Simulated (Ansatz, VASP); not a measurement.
CsPbCl3 in VASP and in Ansatz

File POSCAR:

```
CsPbCl3
1.0
    5.6767293573      0.0000000000      0.0000000000
    0.0000000000      5.6767293573      0.0000000000
    0.0000000000      0.0000000000      5.6767293573
Cs Pb Cl
1 1 3
Direct
    0.0000000000      0.0000000000      0.0000000000
    0.5000000000      0.5000000000      0.5000000000
    0.5000000000      0.5000000000      0.0000000000
    0.0000000000      0.5000000000      0.5000000000
    0.5000000000      0.0000000000      0.5000000000
```

File INCAR.step1:

```
SYSTEM = CsPbCl3
  ALGO = Normal
  EDIFF = 1E-4
  ENCUT = 520
  GGA = PE
  ISMEAR = 0
  LASPH = .TRUE.
  LCHARG = .FALSE.
  LREAL = .FALSE.
  LWAVE = .TRUE.
  NBANDS = 30
  NELM = 80
  PREC = Accurate
  SIGMA = 0.01
```

INCAR.step2

```
SYSTEM = CsPbCl3
  ALGO = Normal
  EDIFF = 1E-6
  ENCUT = 520
  ISIF = 2
  ISMEAR = 0
  ISTART = 1
  LASPH = .TRUE.
  LCHARG = .FALSE.
  LMIXTAU = .TRUE.
  LREAL = .FALSE.
  LWAVE = .FALSE.
  METAGGA = R2SCAN
  NBANDS = 30
  NELM = 80
  PREC = Accurate
  SIGMA = 0.01
```

Contents of KPOINTS:

```
k-points
0
G
  4 4 4
  0 0 0
```

Input for Ansatz:

```yaml
crystal:
  lattice:
    - [5.6767293573, 0.0, 0.0]
    - [0.0, 5.6767293573, 0.0]
    - [0.0, 0.0, 5.6767293573]
  atoms:
    - { symbol: Cs, position: [0.0, 0.0, 0.0] }
    - { symbol: Pb, position: [0.5, 0.5, 0.5] }
    - { symbol: Cl, position: [0.5, 0.5, 0.0] }
    - { symbol: Cl, position: [0.0, 0.5, 0.5] }
    - { symbol: Cl, position: [0.5, 0.0, 0.5] }
kpoints:
  mp_grid: { grid: [4, 4, 4] }
  band_path:
    path: [[0.0, 0.0, 0.0], [0.0, 0.5, 0.0], [0.5, 0.5, 0.0], [0.5, 0.5, 0.5]]
    npoints: 1
hamiltonian:
  xc: r2scan
scf:
  occupations: { method: fixed }
  n_extra_bands: 5
output:
  forces: true
  stress: true
  eigenvalues: true
```

Alike in both runs: task single point; functional r2SCAN; k mesh 4 × 4 × 4; no spin polarisation.

```csv
,VASP,Ansatz
version,VASP 6.6.1,Ansatz 0.2.0
potentials or method,"VASP PAW PBE potentials, release 64 (Cs_sv, Pb_d, Cl)","plane waves, PAW"
plane-wave cutoff (eV),520,500
occupations,"gaussian, width 0.01 eV",fixed
valence electrons in the cell,44,44
```

Ansatz gave:

* gap on the k mesh at the Fermi level (eV): 2.46
* pressure (GPa): 0.0

Problem. Which values does VASP return?

Solution. gap on the k mesh at the Fermi level (eV): 2.48; pressure (GPa): 0.0.

VASP's potentials were made for PBE, not for r2SCAN.

Spin-orbit coupling is off throughout.
